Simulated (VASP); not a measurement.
# C in VASP: notebook

C is run at these levels: PBE; tasks: single point.

All numbers are computed with VASP 6.6.1; they aren't measurements. Logs are shortened: lines on timing, memory, paths and dates and some standing lists are left out, and cuts for length are marked.

## 1. The cell of the first run

The cell holds an amorphous packing of atoms, 16 atoms: a = 5.470 Å, b = 5.191 Å, c = 5.355 Å, α = 88.84°, β = 88.99°, γ = 90.17°.

## 2. Single point, PBE

Input file INCAR:

```
SYSTEM = C
ALGO = Normal
EDIFF = 1E-6
ENCUT = 520
GGA = PE
ISIF = 2
ISMEAR = -1
ISYM = 0
LASPH = .TRUE.
LCHARG = .FALSE.
LREAL = Auto
LWAVE = .FALSE.
NBANDS = 46
NELM = 60
PREC = Accurate
SIGMA = 0.2068
```

Input file KPOINTS:

```
Automatic mesh
0
Gamma
  1 1 1
  0.25 0.25 0.25
```

Input file POSCAR:

```
C
1.0
    5.4696720000     -0.0080320000      0.0476870000
   -0.0080320000      5.1910130000      0.0535580000
    0.0476870000      0.0535580000      5.3543890000
C
16
Direct
    0.7347762812      0.3411926687      0.7075347209
    0.0969121594      0.6395636219      0.2916151220
    0.2384596081      0.2195333821      0.5754073542
    0.4173822280      0.1427010782      0.4193446739
    0.8976377734      0.8295231114      0.7068705222
    0.9217043997      0.7806442874      0.4306076633
    0.8866758522      0.5371772971      0.7957624945
    0.4948244127      0.5914025482      0.3021978737
    0.2277363678      0.3034784044      0.0264915828
    0.4143440427      0.1230026963      0.1574632320
    0.7406659839      0.0309236760      0.8106692754
    0.1833781344      0.3328374187      0.7784742835
    0.5905202170      0.3625414703      0.4836545993
    0.6516748337      0.8208926817      0.2670501176
    0.6697332012      0.0097122806      1.0651764865
    0.2683678876      0.5149179177      0.1823243262
```

Potentials or basis: VASP PAW PBE potentials, release 64 (C).

Run with:

```console
$ cat potpaw_PBE.64/C/POTCAR > POTCAR
$ mpirun -np 1 vasp_std > vasp.out
```

OUTCAR:

```text
SYSTEM = C
   EDIFF = 1E-6
   ENCUT = 520
   GGA = PE
   ISIF = 2
   ISMEAR = -1
   ISYM = 0
   LASPH = .TRUE.
   LREAL = Auto
   NELM = 60
   PREC = Accurate

 ion  position               nearest neighbor table
   1  0.735  0.341  0.708-   7 1.41  13 1.45  11 1.69
   2  0.097  0.640  0.292-  16 1.28   6 1.42
   3  0.238  0.220  0.575-  12 1.28   4 1.34
   4  0.417  0.143  0.419-   3 1.34  10 1.41  13 1.53
   5  0.898  0.830  0.707-  11 1.47   6 1.51   7 1.58
   6  0.922  0.781  0.431-   2 1.42   5 1.51  14 1.74
   7  0.887  0.537  0.796-   1 1.41   5 1.58  12 1.94
   8  0.495  0.591  0.302-  16 1.46  14 1.47  13 1.61
   9  0.228  0.303  0.026-  12 1.36  16 1.41  10 1.55
  10  0.414  0.123  0.157-   4 1.41   9 1.55  15 1.59
  11  0.741  0.031  0.811-  15 1.41   5 1.47   1 1.69
  12  0.183  0.333  0.778-   3 1.28   9 1.36   7 1.94
  13  0.591  0.363  0.484-   1 1.45   4 1.53   8 1.61
  14  0.652  0.821  0.267-  15 1.45   8 1.47   6 1.74
  15  0.670  0.010  0.065-  11 1.41  14 1.45  10 1.59
  16  0.268  0.515  0.182-   2 1.28   9 1.41   8 1.46

IMPORTANT INFORMATION: All symmetrisations will be switched off!
NOSYMM: (Re-)initialisation of all symmetry stuff for point group C_1.

----------------------------------------------------------------------------------------

                                     Primitive cell

  volume of cell :     152.0000

  direct lattice vectors                    reciprocal lattice vectors
     5.469672000 -0.008032000  0.047687000     0.182840983  0.000299740 -0.001631408
    -0.008032000  5.191013000  0.053558000     0.000299740  0.192661001 -0.001929787
     0.047687000  0.053558000  5.354389000    -0.001631408 -0.001929787  0.186796505

  length of vectors
     5.469885771  5.191295497  5.354869193     0.182848507  0.192670899  0.186813597

  position of ions in fractional coordinates (direct lattice)
     0.734776281  0.341192669  0.707534721
     0.096912159  0.639563622  0.291615122
     0.238459608  0.219533382  0.575407354
     0.417382228  0.142701078  0.419344674
     0.897637773  0.829523111  0.706870522
     0.921704400  0.780644287  0.430607663
     0.886675852  0.537177297  0.795762495
     0.494824413  0.591402548  0.302197874
     0.227736368  0.303478404  0.026491583
     0.414344043  0.123002696  0.157463232
     0.740665984  0.030923676  0.810669275
     0.183378134  0.332837419  0.778474284
     0.590520217  0.362541470  0.483654599
     0.651674834  0.820892682  0.267050118
     0.669733201  0.009712281  0.065176487
     0.268367888  0.514917918  0.182324326

  ion indices of the primitive-cell ions
   primitive index   ion index
                 1           1
                 2           2
                 3           3
                 4           4
                 5           5
                 6           6
                 7           7
                 8           8
                 9           9
                10          10
                11          11
                12          12
                13          13
                14          14
                15          15
                16          16

----------------------------------------------------------------------------------------

 KPOINTS: Automatic mesh

Automatic generation of k-mesh.
 Grid dimensions read from file:
 generate k-points for:    1    1    1

 Generating k-lattice:

  Cartesian coordinates                     Fractional coordinates (reciprocal lattice)
     0.182840983  0.000299740 -0.001631408     1.000000000 -0.000000000  0.000000000
     0.000299740  0.192661001 -0.001929787    -0.000000000  1.000000000  0.000000000
    -0.001631408 -0.001929787  0.186796505     0.000000000  0.000000000  1.000000000

  Length of vectors
     0.182848507  0.192670899  0.186813597

  Shift w.r.t. Gamma in fractional coordinates (k-lattice)
     0.250000000  0.250000000  0.250000000

 Subroutine IBZKPT returns following result:
 ===========================================

 Found      1 irreducible k-points:

 Following reciprocal coordinates:
            Coordinates               Weight
  0.250000  0.250000  0.250000      2.000000
   k-points           NKPTS =      1   k-points in BZ     NKDIM =      1   number of bands    NBANDS=     46
   number of dos      NEDOS =    301   number of ions     NIONS =     16
   total plane-waves  NPLWV =  67200
   dimension x,y,z NGX =    42 NGY =   40 NGZ =   40
   dimension x,y,z NGXF=    84 NGYF=   80 NGZF=   80
   ions per type =              16
   NGX,Y,Z   is equivalent  to a cutoff of  12.77, 12.81, 12.42 a.u.
   NGXF,Y,Z  is equivalent  to a cutoff of  25.53, 25.62, 24.84 a.u.
 SYSTEM =  C
   PREC   = accura    normal or accurate (medium, high low for compatibility)
   ISTART =      0    job   : 0-new  1-cont  2-samecut
   ICHARG =      2    charge: 1-file 2-atom 10-const
   ISPIN  =      1    spin polarized calculation?
   LNONCOLLINEAR =      F non collinear calculations
   LSORBIT =      F    spin-orbit coupling
   LASPH  =      T    aspherical Exc in radial PAW
   ENCUT  =  520.0 eV  38.22 Ry    6.18 a.u.  10.17  9.65  9.96*2*pi/ulx,y,z
   NELM   =     60;   NELMIN=  2; NELMDL= -5     # of ELM steps
   EDIFF  = 0.1E-05   stopping-criterion for ELM
   LREAL  =      T    real-space projection
   EDIFFG = 0.1E-04   stopping-criterion for IOM
   NSW    =      0    number of steps for IOM
   IBRION =     -1    ionic relax: 0-MD 1-quasi-New 2-CG
   NFREE  =      0    steps in history (QN), initial steepest desc. (CG)
   ISIF   =      2    stress and relaxation
   ISYM   =      0    0-nonsym 1-usesym 2-fastsym
   POTIM  = 0.5000    time-step for ionic-motion
   TEBEG  =    0.0;   TEEND  =   0.0 temperature during run
   PSTRESS=    0.0 pullay stress
   NELECT =      64.0000    total number of electrons
   NUPDOWN=      -1.0000    fix difference up-down
   EMIN   =  10.00;   EMAX   =-10.00  energy-range for DOS
   EFERMI =   0.00;   METHOD = LEGACY
   ISMEAR =    -1;   SIGMA  =   0.21  broadening in eV -4-tet -1-fermi 0-gaus
   EFERMI_NEDOS =   21; number of points for ismear=-14 and -15
   IALGO  =     38    algorithm
   IMIX   =      4    mixing-type and parameters
     AMIX     =   0.40;   BMIX     =  1.00
     AMIX_MAG =   1.60;   BMIX_MAG =  1.00
  volume/ion in A,a.u.               =       9.50        64.11
  Fermi-wavevector in a.u.,A,eV,Ry     =   1.227026  2.318742 20.484818  1.505592
  Thomas-Fermi vector in A             =   2.362004
   LORBIT       =      0    0 simple, 1 ext, 2 COOP (PROOUT), +10 PAW based schemes
   GGA     = PE    functional components
   LHFCALC =     F    Hartree Fock is set to
   AEXX    =    0.0000 exact exchange contribution
   IVDW    =     0    specifies the selected vdW correction
   LEPSILON=     F    determine dielectric tensor
   LRPA    =     F    only Hartree local field effects (RPA)
 non-spin polarized calculation
  energy-cutoff  :      520.00
  volume of cell :      152.00
 maximum number of plane-waves:      4091
 NGX is ok and might be reduce to    40
   NGX = 21   NGY = 19   NGZ = 19

 number of electron      64.0000001 magnetization

 Free energy of the ion-electron system (eV)
  ---------------------------------------------------
  ext. energy  EPLUGINS =         0.00000000
  ---------------------------------------------------
  free energy    TOTEN  =      -127.29482046 eV

  energy without entropy =     -126.92631083  energy(sigma->0) =     -127.11056564

 E-fermi :   3.8138     XC(G=0): -10.1537

 val. band max:        3.3709402366   @ k =   0.2500   0.2500   0.2500
 cond. band min:       4.2461626616   @ k =   0.2500   0.2500   0.2500
 fundamental gap:      0.8752224250
 Fermi energy:         3.8137766855

 k-point     1 :       0.2500    0.2500    0.2500
  band No.  band energies     occupation
      1     -14.9927      2.00000
      2     -13.3587      2.00000
      3     -13.0187      2.00000
      4     -12.3058      2.00000
      5     -11.4586      2.00000
      6     -10.8079      2.00000
      7     -10.0681      2.00000
      8      -9.3946      2.00000
      9      -8.3786      2.00000
     10      -7.5611      2.00000
     11      -6.7503      2.00000
     12      -6.4566      2.00000
     13      -5.3596      2.00000
     14      -4.9660      2.00000
     15      -4.4560      2.00000
     16      -3.9248      2.00000
     17      -3.6076      2.00000
     18      -3.2005      2.00000
     19      -2.7965      2.00000
     20      -2.2559      2.00000
     21      -1.7855      2.00000
     22      -1.1118      2.00000
     23      -0.6157      2.00000
     24      -0.2351      2.00000
     25       0.1726      2.00000
     26       0.4068      2.00000
     27       1.0682      2.00000
     28       1.3453      1.99999
     29       2.1683      1.99930
     30       2.4422      1.99737
     31       3.0220      1.95745
     32       3.3709      1.78972
     33       4.2462      0.21998
     34       4.6426      0.03570
     35       5.5941      0.00036
     36       5.8041      0.00013
     37       6.7428      0.00000
     38       7.1828      0.00000
     39       7.9273      0.00000
     40       8.6321      0.00000
     41       8.9569      0.00000
     42       9.3525      0.00000
     43       9.9336      0.00000
     44      10.7873      0.00000
 [bands above 44 left out]

------------------------ aborting loop because EDIFF is reached ----------------------------------------

  FORCE on cell =-STRESS in cart. coord.  units (eV):
  Direction    XX          YY          ZZ          XY          YZ          ZX
  --------------------------------------------------------------------------------------
  -------------------------------------------------------------------------------------
  Total      -11.6324513    -13.1978430      0.1492342      4.9141423      3.5528619     -3.1407176
  in kB     -122.6134634   -139.1136910      1.5730240     51.7981973     37.4494330    -33.1051681
  external PRESSURE =     -86.7180435 kB  Pullay stress =       0.0000000 kB

 VOLUME and BASIS-vectors are now :
 -----------------------------------------------------------------------------
  energy-cutoff  :      520.00
  volume of cell :      152.00
      direct lattice vectors                 reciprocal lattice vectors
     5.469672000 -0.008032000  0.047687000     0.182840983  0.000299740 -0.001631408
    -0.008032000  5.191013000  0.053558000     0.000299740  0.192661001 -0.001929787
     0.047687000  0.053558000  5.354389000    -0.001631408 -0.001929787  0.186796505

 POSITION                                       TOTAL-FORCE (eV/Angst)
 -----------------------------------------------------------------------------------
      4.04999      1.80313      3.84173        -0.598624     -1.514639     -1.334882
      0.53885      3.33482      1.60030        -5.630238      4.962793      3.464463
      1.32997      1.16850      3.10408         0.409459     -1.872005     -0.711439
      2.30180      0.75987      2.27288         0.683403      1.678090      1.226375
      4.93683      4.33671      3.87209        -2.221786     -2.930277     -1.237209
      5.05569      4.06799      2.39140         0.773410     -0.691368     -1.323265
      4.88346      2.82399      4.33188         1.703796      0.537029     -1.345824
      2.71619      3.08219      1.67336         4.136475     -1.463806      2.409649
      1.24447      1.57495      0.16896         4.251367     -2.627999      1.169751
      2.27285      0.64361      0.86947         1.580997     -0.139978     -4.099295
      4.08961      0.19799      4.37761         2.561831      0.979619      0.346087
      1.03747      1.76798      4.19482        -3.357202      2.277168      1.987263
      3.25010      1.90312      2.63725        -1.888602      1.841212     -0.841315
      3.57059      4.27033      1.50493         2.508258     -2.503472      0.165084
      3.66625      0.04853      0.38144        -5.748165      0.203223      0.429407
      1.47244      2.68056      1.01661         0.835620      1.264410     -0.304849
 -----------------------------------------------------------------------------------
    total drift:                                0.004602     -0.002923     -0.000192

  FREE ENERGIE OF THE ION-ELECTRON SYSTEM (eV)
  ---------------------------------------------------
  free  energy   TOTEN  =      -127.2948204591 eV

  energy  without entropy=     -126.9263108282  energy(sigma->0) =     -127.11056564
```

It took 9.6 s on 1 thread of Intel Xeon 6975P-C (Granite Rapids), shared host; peak memory 0.22 GiB.

What came out:

```yaml
Free_energy: -127.2948 eV
Pressure: -8.7 GPa
Largest_force: 8.266 eV/Å
Band_gap_on_the_k_mesh: 0.88 eV
```

Forces in eV/Å, atoms in the order of the input:
```
C   -0.599 -1.515 -1.335
C   -5.630  4.963  3.464
C    0.409 -1.872 -0.711
C    0.683  1.678  1.226
C   -2.222 -2.930 -1.237
C    0.773 -0.691 -1.323
C    1.704  0.537 -1.346
C    4.136 -1.464  2.410
C    4.251 -2.628  1.170
C    1.581 -0.140 -4.099
C    2.562  0.980  0.346
C   -3.357  2.277  1.987
C   -1.889  1.841 -0.841
C    2.508 -2.503  0.165
C   -5.748  0.203  0.429
C    0.836  1.264 -0.305
```

Levels at points of the mesh, in eV from the valence-band top:
```
           k point  band 30  band 31  band 32  band 33  band 34  band 35
(0.25, 0.25, 0.25)    -0.93    -0.35     0.00     0.88     1.27     2.22
```

Caveat: the k points lie up to 1.21 Å⁻¹ apart.

## 3. Single point, PBE

Input file INCAR:

```
PREC = Accurate
ENCUT = 520
EDIFF = 1E-7
ISMEAR = -1
SIGMA = 0.2068
LREAL = Auto
LASPH = True
NELM = 80
ALGO = Normal
ISIF = 2
LWAVE = False
LCHARG = False
GGA = PE
NBANDS = 46
ISYM = 0
```

KPOINTS is that of step 2.

Input file POSCAR:

```
C
1.0
    5.4696720000     -0.0080320000      0.0476870000
   -0.0080320000      5.1910130000      0.0535580000
    0.0476870000      0.0535580000      5.3543890000
C
16
Direct
    0.6873465253      0.3170010522      0.6724706711
   -0.0163234852      0.7528873183      0.2537442235
    0.1331412037      0.1378568867      0.5048451945
    0.3441452855      0.2304172636      0.3652332798
    0.8382239341      0.8576817554      0.6529644925
    0.9516229582      0.9466687592      0.4519511508
    0.8642674446      0.5292627212      0.7055926317
    0.4737602157      0.6457663577      0.4072348576
    0.2649471520      0.4192908393     -0.0519276641
    0.4111170425      0.2447501485      0.1043147469
    0.6886499781      0.0287454313      0.7952561535
    0.1055925088      0.3405101631      0.7257447239
    0.4911435459      0.4184308284      0.5294259568
    0.7180904018      0.7887414480      0.1879381585
    0.5988141580      0.0424394033      1.0543930185
    0.1935089303      0.6207069839      0.1798842622
```

Potentials or basis: VASP PAW PBE potentials, release 64 (C).

Run with:

```console
$ cat potpaw_PBE.64/C/POTCAR > POTCAR
$ mpirun -np 1 vasp_std > vasp.out
```

Run time: 11 s. Hardware: 1 thread of Intel Xeon 6975P-C (Granite Rapids), shared host; peak memory 0.22 GiB.

The run converged. Its results:

```yaml
Free_energy: -127.8032 eV
Pressure: -20.4 GPa
Largest_force: 8.700 eV/Å
Band_gap_on_the_k_mesh: 1.18 eV
```

Forces in eV/Å, atoms in the order of the input:
```
C    0.482  2.061  0.215
C    0.241  0.061 -1.282
C    1.553  2.821  0.035
C   -1.836  0.855  3.464
C   -4.800 -3.679  6.254
C    4.783  0.536 -3.092
C    1.224 -2.875  0.113
C   -0.252  3.274 -4.934
C   -2.467 -1.305  1.901
C    1.700 -4.402 -0.987
C    2.337  2.476 -0.445
C   -0.269  2.808  2.101
C   -0.515 -2.840 -1.916
C   -3.125  1.999  1.552
C    0.501 -2.162 -2.511
C    0.444  0.372 -0.469
```

Stress tensor (GPa, compression positive):
```
-19.24  10.29  -6.12
 10.29 -32.28  -7.23
 -6.12  -7.23  -9.72
```

Levels at points of the mesh, in eV from the valence-band top:
| k point | band 30 | band 31 | band 32 | band 33 | band 34 | band 35 |
| --- | --- | --- | --- | --- | --- | --- |
| (0.25, 0.25, 0.25) | -0.89 | -0.28 | 0.00 | 1.18 | 1.80 | 2.44 |

Caveat: the k points lie up to 1.21 Å⁻¹ apart.

## 4. Single point, PBE

Input file INCAR:

```
PREC     = Accurate       # precision mode
ENCUT    = 520            # plane-wave cutoff, eV
EDIFF    = 1E-7           # SCF threshold, eV
ISMEAR   = -1             # smearing method
SIGMA    = 0.2068         # smearing width, eV
LREAL    = Auto         
LASPH    = True           # aspherical terms in the spheres
NELM     = 80             # most SCF steps
ALGO     = Normal         # electronic algorithm
ISIF     = 2              # what is computed and relaxed
LWAVE    = False          # write WAVECAR
LCHARG   = True           # write CHGCAR
GGA      = PE             # functional
LELF     = True           # ELF
LVHAR    = True         
ISYM     = 0            
NBANDS   = 46             # bands
```

KPOINTS is that of step 3.

Input file POSCAR:

```
C
1.0
    5.4696720000     -0.0080320000      0.0476870000
   -0.0080320000      5.1910130000      0.0535580000
    0.0476870000      0.0535580000      5.3543890000
C
16
Direct
    0.6214434731      0.2869517962      0.6607216362
   -0.0965005647      0.7130929693      0.2624824213
    0.0633524521      0.1079229826      0.5735882792
    0.2801752484      0.1153966110      0.4338111914
    0.7976281829      0.8218167683      0.7558725454
    0.9011821788      0.9017913401      0.5069779549
    0.7903737909      0.4834868977      0.7074668751
    0.3740732238      0.5910553554      0.3539438071
    0.1393766836      0.3332957707      0.0309159251
    0.2790548992      0.1382417844      0.1468028855
    0.6083116737      0.0047433509      0.8270130162
    0.0123923007      0.2966897384      0.7729610119
    0.4356895897      0.3315529596      0.4646315307
    0.5450285198      0.7601763366      0.2088095767
    0.4767602050     -0.0218181823      1.0512678990
    0.1134964721      0.5678159813      0.2173804715
```

Run with:

```console
$ cat potpaw_PBE.64/C/POTCAR > POTCAR
$ mpirun -np 1 vasp_std > vasp.out
```

Run time: 10 s. Hardware: 1 thread of Intel Xeon 6975P-C (Granite Rapids), shared host; peak memory 0.22 GiB.

It converged, with:

```yaml
Free_energy: -129.9369 eV
Pressure: -21.1 GPa
Largest_force: 6.270 eV/Å
Band_gap_on_the_k_mesh: 0.87 eV
```

Forces in eV/Å, atoms in the order of the input:
```
C   -2.389 -0.006 -0.639
C   -0.255  1.866  3.955
C    0.915 -0.509 -0.973
C   -2.061  2.648 -2.820
C   -3.254 -2.509 -4.737
C    0.309 -1.381  0.411
C    3.044 -0.559  2.803
C    0.747 -1.059 -2.523
C   -2.165  0.346 -2.120
C    1.223 -2.782  0.418
C    2.823  0.800 -1.844
C    0.092  3.225  3.574
C    2.068  2.562  3.161
C    0.974 -1.809  1.614
C   -0.949 -0.313  1.011
C   -1.122 -0.520 -1.294
```

Stress tensor (GPa, compression positive):
```
-14.41  13.71  -6.84
 13.71 -27.59  -1.51
 -6.84  -1.51 -21.19
```

Levels at points of the mesh, in eV from the valence-band top:
```csv
k point,band 28,band 29,band 30,band 31,band 32,band 33,band 34,band 35,band 36,band 37
"(0.25, 0.25, 0.25)",-2.35,-1.84,-1.38,-0.75,0.00,0.87,1.28,2.03,2.21,3.05
```

Caveat: the k points lie up to 1.21 Å⁻¹ apart.

[end of part 1 of 2]
